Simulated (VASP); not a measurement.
A run of VASP 6.6.1 is set up as follows.

INCAR

```
ALGO = Fast ; EDIFF = 1E-6
ENCUT = 520 ; GGA = PE
ISIF = 2 ; ISMEAR = 0
LASPH = True ; LCHARG = True
LELF = True ; LREAL = False
LVHAR = True ; LWAVE = False
NBANDS = 10 ; NELM = 60
PREC = Accurate ; SIGMA = 0.15
```

The input KPOINTS:

```
k-points
0
Gamma
  12 12 12
```

Contents of POSCAR:

```
Cs
1.0
   -3.2643000000      3.2643000000      2.7807000000
    3.2643000000     -3.2643000000      2.7807000000
    3.2643000000      3.2643000000     -2.7807000000
Cs
1
Direct
    0.0000000000      0.0000000000      0.0000000000
```

Potentials or basis: VASP PAW PBE potentials, release 64 (Cs_sv).

Launch:

```console
$ cat potpaw_PBE.64/Cs_sv/POTCAR > POTCAR
$ mpirun -np 1 vasp_std > vasp.out
```

Task: What does it give for the pressure?

Result: 0.0 GPa.

Stress tensor (GPa, compression positive):
```
-0.07  0.00  0.00
 0.00 -0.07  0.00
 0.00  0.00  0.06
```

Caveat: the cell differs from its parent crystal (strain +0.080 along x and y, -0.080 along z).
